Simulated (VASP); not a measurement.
Wanted: the native input for a VASP 6.6.1 run.

```
Task                   : relaxation of shape and atoms at fixed volume
Functional             : r2SCAN
Potentials or basis    : VASP PAW PBE potentials, release 64 (B, As)
Cutoff                 : 600 eV
k mesh                 : 6 × 6 × 6
Occupations            : gaussian, width 0.02 eV
Spin                   : no spin polarisation
Dipole correction      : no
Further INCAR settings : ALGO = Normal; EDIFF = 1e-06; IBRION = 2; EDIFFG = -0.01; NSW = 50; ISIF = 4
```

The system is B6As.

```
B As
1.0
     2.97768    1.71917    3.82587
    -2.97768    1.71917    3.82587
     0.00000   -3.43833    3.82587
B As
12 2
Direct
  0.01654 0.01654 0.32527
  0.01654 0.32527 0.01654
  0.82124 0.27348 0.82124
  0.82124 0.82124 0.27348
  0.27348 0.82124 0.82124
  0.72652 0.17876 0.17876
  0.17876 0.72652 0.17876
  0.17876 0.17876 0.72652
  0.98346 0.67473 0.98346
  0.98346 0.98346 0.67473
  0.67473 0.98346 0.98346
  0.32527 0.01654 0.01654
  0.60086 0.60086 0.60086
  0.39914 0.39914 0.39914
```

The input as run:

POSCAR

```
B6As
1.0
    2.9776821261      1.7191655771      3.8258677286
   -2.9776821261      1.7191655771      3.8258677286
    0.0000000000     -3.4383311542      3.8258677286
B As
12 2
Direct
    0.0165447439      0.0165447439      0.3252663966
    0.0165447439      0.3252663966      0.0165447439
    0.8212373043      0.2734801286      0.8212373043
    0.8212373043      0.8212373043      0.2734801286
    0.2734801286      0.8212373043      0.8212373043
    0.7265198714      0.1787626957      0.1787626957
    0.1787626957      0.7265198714      0.1787626957
    0.1787626957      0.1787626957      0.7265198714
    0.9834552561      0.6747336034      0.9834552561
    0.9834552561      0.9834552561      0.6747336034
    0.6747336034      0.9834552561      0.9834552561
    0.3252663966      0.0165447439      0.0165447439
    0.6008622159      0.6008622159      0.6008622159
    0.3991377841      0.3991377841      0.3991377841
```

INCAR.step1

```
SYSTEM = B6As
  ALGO = Normal
  EDIFF = 1E-4
  ENCUT = 600
  GGA = PE
  ISMEAR = 0
  LASPH = .True.
  LCHARG = .False.
  LREAL = .False.
  LWAVE = .True.
  NELM = 80
  PREC = Accurate
  SIGMA = 0.02
```

INCAR.step2

```
SYSTEM = B6As
  ALGO = Normal
  EDIFF = 1E-6
  EDIFFG = -0.01
  ENCUT = 600
  IBRION = 2
  ISIF = 4
  ISMEAR = 0
  ISTART = 1
  LASPH = .True.
  LCHARG = .False.
  LMIXTAU = .True.
  LREAL = .False.
  LWAVE = .False.
  METAGGA = R2SCAN
  NELM = 80
  NSW = 50
  PREC = Accurate
  SIGMA = 0.02
```

KPOINTS

```
k-points
0
Gamma
  6 6 6
  0 0 0
```

Potentials or basis: VASP PAW PBE potentials, release 64 (B, As).

Run with:

```sh
$ cat potpaw_PBE.64/B/POTCAR potpaw_PBE.64/As/POTCAR > POTCAR
$ cp INCAR.step1 INCAR
$ mpirun -np 1 vasp_std > vasp.out
$ cp INCAR.step2 INCAR
$ mpirun -np 1 vasp_std > vasp.out
```

It gave:

* Energy gained by relaxing: 0.4 meV/atom
* Ionic steps: 7
* Pressure after relaxing: 21.8 GPa
* Largest force after relaxing: 0.007 eV/Å
* Band gap on the k mesh: 2.94 eV (least direct gap 2.99 eV)

Caveat: the PAW data sets were made with another functional, which shifts forces and pressure a little.

Run time: 36 min on 1 thread of Oxide Virtual Turin-like Processor, with other jobs on the host, peak memory 0.32 GiB.
